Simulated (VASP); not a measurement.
The system is PtSe2 (Sudovikovite).

```
Pt Se
1.0
     3.72866    0.00000    0.00000
    -1.86433    3.22911    0.00000
     0.00000    0.00000    5.27703
Pt Se
1 2
Direct
  0.00000 0.00000 0.00000
  0.33333 0.66667 0.24622
  0.66667 0.33333 0.75378
```

Base run:

| Item | Value |
| --- | --- |
| Program | VASP 6.6.1 |
| Functional | PBE |
| Potentials or basis | VASP PAW PBE potentials, release 64 (Pt, Se) |
| Cutoff | 520 eV |
| k mesh | 6 × 6 × 4 |
| Occupations | fermi-dirac, width 0.02 eV |
| Spin | no spin polarisation |

Its results: band gap on the k mesh zero (band 11 reaches 6.19 eV, above the bottom of band 12 at 6.03 eV); pressure 3.8 GPa; largest force 0.173 eV/Å.

Task: The run is repeated on the same cell with these changes: functional from PBE to r2SCAN. What comes out?

Result: Band gap on the k mesh zero (band 11 reaches 5.94 eV, above the bottom of band 12 at 5.92 eV); pressure 1.4 GPa; largest force 0.009 eV/Å.

Caveats: spin-orbit coupling is left out, which moves the levels of the heavy elements; the PAW data sets were made with another functional, which shifts forces and pressure a little (some runs).
